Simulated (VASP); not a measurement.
# TePb (Fm-3m) in VASP: a series of runs, part 2 of 2

VASP 6.6.1.

## (4) Relaxation of cell and atoms, LDA

INCAR reads:

```
PREC = Accurate
ENCUT = 600
EDIFF = 1E-7
ISMEAR = -1
SIGMA = 0.02
LREAL = F
LASPH = T
NELM = 60
ALGO = Normal
ISIF = 3
LWAVE = F
LCHARG = F
GGA = CA
IBRION = 2
NSW = 80
EDIFFG = -0.01
```

KPOINTS reads:

```
regular mesh
0
Gamma
  8 8 8
```

POSCAR reads:

```
TePb
1.0
    0.0000000000      3.2310000000      3.2310000000
    3.2310000000      0.0000000000      3.2310000000
    3.2310000000      3.2310000000      0.0000000000
Te Pb
1 1
Direct
    0.5000000000      0.5000000000      0.5000000000
    0.0000000000      0.0000000000      0.0000000000
```

Potentials or basis: VASP PAW LDA potentials, release 64 (Te, Pb_d).

Started as:

```bash
cat potpaw_LDA.64/Te/POTCAR potpaw_LDA.64/Pb_d/POTCAR > POTCAR
mpirun -np 1 vasp_std > vasp.out
```

OUTCAR:

```text
PREC = Accurate
   ENCUT = 600
   EDIFF = 1E-7
   ISMEAR = -1
   LREAL = F
   LASPH = T
   NELM = 60
   ISIF = 3
   GGA = CA
   IBRION = 2
   NSW = 80
   EDIFFG = -0.01

 ion  position               nearest neighbor table
   1  0.500  0.500  0.500-   2 3.23   2 3.23   2 3.23   2 3.23   2 3.23   2 3.23
   2  0.000  0.000  0.000-   1 3.23   1 3.23   1 3.23   1 3.23   1 3.23   1 3.23

  LATTYP: Found a face centered cubic cell.
 ALAT       =     6.4620000000

  Lattice vectors:

 A1 = (   0.0000000000,   3.2310000000,   3.2310000000)
 A2 = (   3.2310000000,   0.0000000000,   3.2310000000)
 A3 = (   3.2310000000,   3.2310000000,   0.0000000000)

Analysis of symmetry for initial positions (statically):
=====================================================================
 Subroutine PRICEL returns:
 Original cell was already a primitive cell.

[... 268 lines left out ...]
      8       4.4052      2.00000
      9       4.4052      2.00000
     10       4.4052      2.00000
     11       9.9153      0.00000
     12       9.9153      0.00000
     13       9.9153      0.00000
     14      11.5873      0.00000
[... 377 lines left out ...]
      1     -10.8828      2.00000
      2     -10.8565      2.00000
      3     -10.8234      2.00000
      4     -10.8165      2.00000
      5     -10.8068      2.00000
      6      -4.7237      2.00000
      7      -2.6606      2.00000
      8       2.8995      2.00000
      9       3.1250      2.00000
     10       5.3767      2.00000
     11       7.0762      0.00000
     12       9.4231      0.00000
     13       9.9244      0.00000
     14      12.6197      0.00000

 [... further k-points ...]

------------------------ aborting loop because EDIFF is reached ----------------------------------------

  FORCE on cell =-STRESS in cart. coord.  units (eV):
  Direction    XX          YY          ZZ          XY          YZ          ZX
  --------------------------------------------------------------------------------------
  -------------------------------------------------------------------------------------
  Total       -0.0034460     -0.0034460     -0.0034460     -0.0000000      0.0000000     -0.0000000
  in kB       -0.0848147     -0.0848147     -0.0848147     -0.0000000      0.0000000     -0.0000000
  external PRESSURE =      -0.0848147 kB  Pullay stress =       0.0000000 kB
[... 17 lines left out ...]
  FREE ENERGIE OF THE ION-ELECTRON SYSTEM (eV)
  ---------------------------------------------------
  free  energy   TOTEN  =        -8.7749778715 eV

  energy  without entropy=       -8.7749778636  energy(sigma->0) =       -8.77497787

 reached required accuracy - stopping structural energy minimisation
```

Run time: 92 s. Hardware: 1 thread of Intel Xeon 8259CL, shared host; peak memory 0.22 GiB.

What came out:

| Item | Value |
| --- | --- |
| Free energy | -8.7750 eV |
| Relaxed volume | 32.55 Å³/atom |
| Relaxed cell | a = 4.515 Å, b = 4.515 Å, c = 4.515 Å, α = 60.00°, β = 60.00°, γ = 60.00° |
| Space group after relaxing (to 0.1 Å) | Fm-3m (No. 225) |
| Energy gained by relaxing | 6.2 meV/atom |
| Ionic steps | 3 |
| Pressure after relaxing | 0.0 GPa |
| Band gap on the k mesh | 0.56 eV |

Step by step:
| step | energy change (eV) | largest force (eV/Å) | pressure (GPa) | volume (Å³) |
| --- | --- | --- | --- | --- |
| 1 | 0.0000 | 0.0000 | -1.62 | 67.46 |
| 2 | -0.0103 | 0.0000 | 0.72 | 64.18 |
| 3 | -0.0123 | 0.0000 | -0.01 | 65.10 |

Final structure:
```
Te Pb
1.0
     0.00000    3.19281    3.19281
     3.19281    0.00000    3.19281
     3.19281    3.19281    0.00000
Te Pb
1 1
Direct
  0.50000 0.50000 0.50000
  0.00000 0.00000 0.00000
```

Caveat: spin-orbit coupling is left out, which moves the levels of the heavy elements.

## (5) Relaxation of cell and atoms, r2SCAN

POSCAR is that of step 4.

INCAR.step1 reads:

```
SYSTEM = TePb
PREC = Accurate
ENCUT = 600
ISMEAR = -1
SIGMA = 0.02
LREAL = .FALSE.
LASPH = .TRUE.
NELM = 60
GGA = PE
ALGO = Normal
EDIFF = 1E-4
LWAVE = .TRUE.
LCHARG = .FALSE.
```

INCAR.step2 reads:

```
SYSTEM = TePb
PREC = Accurate
ENCUT = 600
EDIFF = 1E-6
ISMEAR = -1
SIGMA = 0.02
LREAL = .FALSE.
LASPH = .TRUE.
NELM = 60
ALGO = Normal
ISIF = 3
LWAVE = .FALSE.
LCHARG = .FALSE.
METAGGA = R2SCAN
LMIXTAU = .TRUE.
IBRION = 2
NSW = 80
EDIFFG = -0.01
ISTART = 1
```

KPOINTS reads:

```
regular mesh
0
G
  8 8 8
  0 0 0
```

Potentials or basis: VASP PAW PBE potentials, release 64 (Te, Pb_d).

Started as:

```bash
cat potpaw_PBE.64/Te/POTCAR potpaw_PBE.64/Pb_d/POTCAR > POTCAR
cp INCAR.step1 INCAR
mpirun -np 1 vasp_std > vasp.out
cp INCAR.step2 INCAR
mpirun -np 1 vasp_std > vasp.out
```

OUTCAR:

```text
SYSTEM = TePb
   PREC = Accurate
   ENCUT = 600
   EDIFF = 1E-6
   ISMEAR = -1
   LREAL = .FALSE.
   LASPH = .TRUE.
   NELM = 60
   ISIF = 3
   METAGGA = R2SCAN
   IBRION = 2
   NSW = 80
   EDIFFG = -0.01
   ISTART = 1

 ion  position               nearest neighbor table
   1  0.500  0.500  0.500-   2 3.23   2 3.23   2 3.23   2 3.23   2 3.23   2 3.23
   2  0.000  0.000  0.000-   1 3.23   1 3.23   1 3.23   1 3.23   1 3.23   1 3.23

  LATTYP: Found a face centered cubic cell.
 ALAT       =     6.4620000000

  Lattice vectors:

 A1 = (   0.0000000000,   3.2310000000,   3.2310000000)
 A2 = (   3.2310000000,   0.0000000000,   3.2310000000)
 A3 = (   3.2310000000,   3.2310000000,   0.0000000000)

Analysis of symmetry for initial positions (statically):
=====================================================================
[... 261 lines left out ...]

 k-point     1 :       0.0000    0.0000    0.0000
  band No.  band energies     occupation
      1     -12.2463      2.00000
      2     -12.2463      2.00000
      3     -12.2371      2.00000
      4     -12.2371      2.00000
      5     -12.2371      2.00000
      6      -7.1527      2.00000
      7      -0.6495      2.00000
      8       3.7159      2.00000
      9       3.7159      2.00000
     10       3.7159      2.00000
     11       9.3870      0.00000
     12       9.3870      0.00000
     13       9.3870      0.00000
     14      11.3363      0.00000
[... 377 lines left out ...]
      1     -12.2734      2.00000
      2     -12.2539      2.00000
      3     -12.2316      2.00000
      4     -12.2268      2.00000
      5     -12.2198      2.00000
      6      -5.5449      2.00000
      7      -3.3803      2.00000
      8       2.3656      2.00000
      9       2.5664      2.00000
     10       4.5961      2.00000
     11       6.6805      0.00000
     12       8.8790      0.00000
     13       9.2883      0.00000
     14      12.3481      0.00000

 [... further k-points ...]
[... 5 lines left out ...]
  --------------------------------------------------------------------------------------
  -------------------------------------------------------------------------------------
  Total        0.0029332      0.0029332      0.0029332     -0.0000000     -0.0000000      0.0000000
  in kB        0.0673481      0.0673481      0.0673481     -0.0000000     -0.0000000      0.0000000
  external PRESSURE =       0.0673481 kB  Pullay stress =       0.0000000 kB
[... 17 lines left out ...]
  FREE ENERGIE OF THE ION-ELECTRON SYSTEM (eV)
  ---------------------------------------------------
  free  energy   TOTEN  =       -82.7063879008 eV

  energy  without entropy=      -82.7063879008  energy(sigma->0) =      -82.70638790

 reached required accuracy - stopping structural energy minimisation
```

OSZICAR.step1:

```text
N       E                     dE             d eps       ncg     rms          rms(c)
DAV:   1     0.155658728636E+03    0.15566E+03   -0.99665E+03   818   0.152E+03
DAV:   2     0.388519590389E+01   -0.15177E+03   -0.14867E+03   860   0.351E+02
DAV:   3    -0.732261345261E+01   -0.11208E+02   -0.10958E+02  1088   0.998E+01
DAV:   4    -0.761372412852E+01   -0.29111E+00   -0.29103E+00   956   0.187E+01
DAV:   5    -0.762274141648E+01   -0.90173E-02   -0.90172E-02  1138   0.290E+00    0.333E+00
DAV:   6    -0.750278658322E+01    0.11995E+00   -0.28565E-01  1122   0.440E+00    0.207E+00
DAV:   7    -0.749946026673E+01    0.33263E-02   -0.86683E-02  1026   0.168E+00    0.918E-01
DAV:   8    -0.750128473230E+01   -0.18245E-02   -0.97572E-03   920   0.119E+00    0.140E-01
DAV:   9    -0.750122738021E+01    0.57352E-04   -0.10639E-03  1068   0.409E-01    0.553E-02
DAV:  10    -0.750126809962E+01   -0.40719E-04   -0.12587E-04   632   0.957E-02
   1 F= -.75012681E+01 E0= -.75012681E+01  d E =-.132505E-09
```

It took 7 min on 1 thread of Intel Xeon 8259CL, shared host; peak memory 0.29 GiB.

What came out:

| Item | Value |
| --- | --- |
| Free energy | -82.7064 eV |
| Relaxed volume | 34.89 Å³/atom |
| Relaxed cell | a = 4.621 Å, b = 4.621 Å, c = 4.621 Å, α = 60.00°, β = 60.00°, γ = 60.00° |
| Space group after relaxing (to 0.1 Å) | Fm-3m (No. 225) |
| Energy gained by relaxing | 5.4 meV/atom |
| Ionic steps | 3 |
| Pressure after relaxing | 0.0 GPa |
| Band gap on the k mesh | 1.09 eV |

The path:
```csv
step,energy change (eV),largest force (eV/Å),pressure (GPa),volume (Å³)
1,0.0000,0.0000,1.55,67.46
2,-0.0094,0.0000,-0.53,70.69
3,-0.0109,0.0000,0.01,69.78
```

Final structure:
```
CELL_PARAMETERS angstrom
0.00000 3.26764 3.26764
3.26764 0.00000 3.26764
3.26764 3.26764 0.00000
ATOMIC_POSITIONS crystal
Te 0.50000 0.50000 0.50000
Pb 0.00000 0.00000 0.00000
```

Levels at points of the mesh, in eV from the valence-band top:
```csv
k point,band 7,band 8,band 9,band 10,band 11,band 12,band 13,band 14
"(0.00, 0.00, 0.00)",-5.72,-1.35,-1.35,-1.35,4.32,4.32,4.32,6.27
"(0.50, 0.00, 0.00)",-8.71,-0.90,-0.90,0.00,1.09,1.51,1.51,8.91
"(0.50, 0.50, 0.00)",-7.44,-4.41,-2.76,-2.76,3.74,5.71,5.71,6.97
```

Caveat: the PAW data sets were made with another functional, which shifts forces and pressure a little; spin-orbit coupling is left out, which moves the levels of the heavy elements. A k mesh can miss the band edges.

## (6) Single point, r2SCAN, non-collinear spin, zero start, spin-orbit coupling

This run uses another cell than the first one, of 34.92 Å³/atom.

POSCAR reads:

```
TePb
1.0
    0.0000000000      3.2686743700      3.2686743700
    3.2686743700      0.0000000000      3.2686743700
    3.2686743700      3.2686743700      0.0000000000
Te Pb
1 1
Direct
    0.5000000000      0.5000000000      0.5000000000
    0.0000000000      0.0000000000      0.0000000000
```

INCAR.step1 reads:

```
PREC     = Accurate       # precision mode
ENCUT    = 520            # plane-wave cutoff, eV
ISMEAR   = -1             # smearing method
SIGMA    = 0.02           # smearing width, eV
LREAL    = False          # projectors in reciprocal space
LASPH    = True           # aspherical terms in the spheres
NELM     = 150            # most SCF steps
LNONCOLLINEAR= True           # non-collinear magnetism
MAGMOM   = 0 0 0 0 0 0    # initial moments
LSORBIT  = True           # spin-orbit coupling
GGA_COMPAT= False        
NBANDS   = 32             # bands
GGA      = PE             # functional
ALGO     = Normal         # electronic algorithm
EDIFF    = 1E-4           # SCF threshold, eV
LWAVE    = True           # write WAVECAR
LCHARG   = False          # write CHGCAR
```

INCAR.step2 reads:

```
PREC     = Accurate       # precision mode
ENCUT    = 520            # plane-wave cutoff, eV
EDIFF    = 1E-6           # SCF threshold, eV
ISMEAR   = -1             # smearing method
SIGMA    = 0.02           # smearing width, eV
LREAL    = False          # projectors in reciprocal space
LASPH    = True           # aspherical terms in the spheres
NELM     = 150            # most SCF steps
ALGO     = Normal         # electronic algorithm
ISIF     = 2              # what is computed and relaxed
LWAVE    = False          # write WAVECAR
LCHARG   = False          # write CHGCAR
LNONCOLLINEAR= True           # non-collinear magnetism
MAGMOM   = 0 0 0 0 0 0    # initial moments
LORBIT   = 11             # projections on sites
LSORBIT  = True           # spin-orbit coupling
GGA_COMPAT= False        
LORBMOM  = True         
METAGGA  = R2SCAN         # meta-GGA
LMIXTAU  = True         
NBANDS   = 32             # bands
ISTART   = 1
```

KPOINTS reads:

```
regular mesh
0
Gamma
  8 8 8
```

Potentials or basis: VASP PAW PBE potentials, release 64 (Te, Pb_d).

Started as:

```bash
cat potpaw_PBE.64/Te/POTCAR potpaw_PBE.64/Pb_d/POTCAR > POTCAR
cp INCAR.step1 INCAR
mpirun -np 1 vasp_ncl > vasp.out
cp INCAR.step2 INCAR
mpirun -np 1 vasp_ncl > vasp.out
```

It took 13 min on 1 thread of Intel Xeon 8259CL, shared host; peak memory 0.52 GiB.

It converged, with:

| Quantity | Value |
| --- | --- |
| Free energy | -83.2048 eV |
| Pressure | -0.1 GPa |
| Net moment | 0.00 μB per cell |
| Valence electrons inside the program's atomic spheres | Te 3.42; Pb 11.84 |

Moments on the atoms (μB; x, y, z):
```
Te  0.00 0.00 0.00
Pb  0.00 0.00 0.00
```

Caveat: the PAW data sets were made with another functional, which shifts forces and pressure a little.

## (7) Summary

| task | level | potentials or basis | spin | cell | cutoff (eV) | gap on the mesh (eV) | pressure (GPa) | relaxed volume (Å³/atom) |
| --- | --- | --- | --- | --- | --- | --- | --- | --- |
| relaxation of cell and atoms | PBE | VASP PAW PBE potentials, release 64 (Te, Pb_d) | off | relaxed from a = 4.569 Å, angles 60.0°, 2 atoms | 600 | 0.83 | 0.0 | 35.42 |
| relaxation of cell and atoms | PBEsol | VASP PAW PBE potentials, release 64 (Te, Pb_d) | off | relaxed from a = 4.569 Å, angles 60.0°, 2 atoms | 600 | 0.65 | 0.0 | 33.44 |
| relaxation of cell and atoms | LDA | VASP PAW LDA potentials, release 64 (Te, Pb_d) | off | relaxed from a = 4.569 Å, angles 60.0°, 2 atoms | 600 | 0.56 | 0.0 | 32.55 |
| relaxation of cell and atoms | r2SCAN | VASP PAW PBE potentials, release 64 (Te, Pb_d) | off | relaxed from a = 4.569 Å, angles 60.0°, 2 atoms | 600 | 1.09 | 0.0 | 34.89 |
| single point | r2SCAN | VASP PAW PBE potentials, release 64 (Te, Pb_d) | non-collinear, zero start, SOC | a = 4.623 Å, angles 60.0°, 2 atoms | 520 | - | -0.1 | - |

Alike in all rows: k mesh 8 × 8 × 8; smearing fermi-dirac 0.02 eV.

Caveats: spin-orbit coupling is left out, which moves the levels of the heavy elements (at least some runs); the PAW data sets were made with another functional, which shifts forces and pressure a little (at least some runs).

Total energies depend on the potentials used, so only differences within one code and one set of settings carry meaning.
